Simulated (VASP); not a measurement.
A run of VASP 6.6.1:

The input INCAR:

```
  PREC = Accurate
  ENCUT = 520
  EDIFF = 1E-6
  ISMEAR = -1
  SIGMA = 0.02
  LREAL = False
  LASPH = True
  NELM = 60
  ALGO = Normal
  ISIF = 2
  LWAVE = False
  LCHARG = True
  LELF = True
  LVHAR = True
  NBANDS = 15
```

KPOINTS

```
Automatic mesh
0
Gamma
  8 8 8
```

POSCAR

```
SrO
1.0
    0.0000000000      2.5698000000      2.6211960000
    2.5698000000      0.0000000000      2.6211960000
    2.5698000000      2.5698000000      0.0000000000
Sr O
1 1
Direct
    0.0000000000      0.0000000000      0.0000000000
    0.5000000000      0.5000000000      0.5000000000
```

Potentials or basis: VASP PAW LDA potentials, release 64 (Sr_sv, O).

Run with:

```bash
$ cat potpaw_LDA.64/Sr_sv/POTCAR potpaw_LDA.64/O/POTCAR > POTCAR
$ mpirun -np 1 vasp_std > vasp.out
```

Hardware: 1 thread of AMD EPYC 9R45 96-Core Processor (Zen 5) (shared host).

Problem. Estimate the wall time of this run.

Solution. It took 15 s on 1 thread of AMD EPYC 9R45 96-Core Processor (Zen 5), with other jobs on the host, peak memory 0.13 GiB. Counts: scf iterations 13, k points 59.
